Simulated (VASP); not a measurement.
Set up this calculation in VASP 6.6.1, as the native input.

* Task: single point
* Functional: PBE
* Dispersion: D3(BJ)
* Potentials or basis: VASP PAW PBE potentials, release 64 (Se, W_sv)
* Cutoff: 520 eV
* k mesh: 9 × 9 × 1
* Occupations: gaussian, width 0.02 eV
* Spin: no spin polarisation
* Dipole correction: yes
* Further INCAR settings: ALGO = Normal; EDIFF = 1e-07; NBANDS = 20

The structure of WSe2 lies in POSCAR:

```
WSe2
1.0
    3.3290000000      0.0000000000      0.0000000000
   -1.6645000000      2.8829985692      0.0000000000
    0.0000000000      0.0000000000     32.7373831004
Se W
2 1
Direct
    0.3333333333      0.6666666667      0.4458570041
    0.3333333333      0.6666666667      0.5541429959
    0.6666666667      0.3333333333      0.5000000000
```

One way to write it, as run:

INCAR

```
ALGO = Normal
DIPOL = 0.5 0.5 0.500
EDIFF = 1E-7
ENCUT = 520
GGA = PE
IDIPOL = 3
ISIF = 2
ISMEAR = 0
IVDW = 12
LASPH = True
LCHARG = False
LDIPOL = True
LREAL = False
LWAVE = False
NBANDS = 20
NELM = 100
PREC = Accurate
SIGMA = 0.02
```

KPOINTS

```
k-points
0
Gamma
  9 9 1
```

Potentials or basis: VASP PAW PBE potentials, release 64 (Se, W_sv).

Run with:

```sh
$ cat potpaw_PBE.64/Se/POTCAR potpaw_PBE.64/W_sv/POTCAR > POTCAR
$ mpirun -np 1 vasp_std > vasp.out
```

It gave:

```yaml
Largest_force: 1.524 eV/Å
Band_gap_on_the_k_mesh: 1.45 eV (least direct gap 1.69 eV)
Dispersion_energy_per_atom: -0.322 eV
```

Caveat: spin-orbit coupling is left out, which moves the levels of the heavy elements.

Run time: 5 min on 1 thread of Intel Xeon 8259CL, with other jobs on the host, peak memory 0.49 GiB.
